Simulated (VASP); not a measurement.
Wanted: the native input for a VASP 6.6.1 run.

```
Task                   : single point
Functional             : LDA
Potentials or basis    : VASP PAW LDA potentials, release 64 (C)
Cutoff                 : 520 eV
k mesh                 : 10 × 10 × 10
Occupations            : gaussian, width 0.01 eV
Spin                   : no spin polarisation
Dipole correction      : no
Further INCAR settings : ALGO = Normal; EDIFF = 1e-07; NBANDS = 11
```

The structure of C lies in POSCAR:

```
C
1.0
    0.0000000000      1.8297118824      1.8297118824
    1.8297118824      0.0000000000      1.8297118824
    1.8297118824      1.8297118824      0.0000000000
C
2
Direct
    0.0000000000      0.0000000000      0.0000000000
    0.2500000000      0.2500000000      0.2500000000
```

One way to write it, as run:

INCAR

```
ALGO = Normal ; EDIFF = 1E-7
ENCUT = 520 ; GGA = CA
ISIF = 2 ; ISMEAR = 0
LASPH = T ; LCHARG = T
LELF = T ; LREAL = F
LVHAR = T ; LWAVE = F
NBANDS = 11 ; NELM = 80
PREC = Accurate ; SIGMA = 0.01
```

KPOINTS

```
k-points
0
Gamma
  10 10 10
```

Potentials or basis: VASP PAW LDA potentials, release 64 (C).

Run with:

```console
$ cat potpaw_LDA.64/C/POTCAR > POTCAR
$ mpirun -np 1 vasp_std > vasp.out
```

Results of the run:

```yaml
Pressure: -39.8 GPa
Band_gap_on_the_k_mesh: 3.96 eV, indirect (least direct gap 5.33 eV)
```

It took 4.1 s on 1 thread of Intel(R) Xeon(R) Platinum 8488C (Sapphire Rapids), with other jobs on the host, peak memory 0.11 GiB.
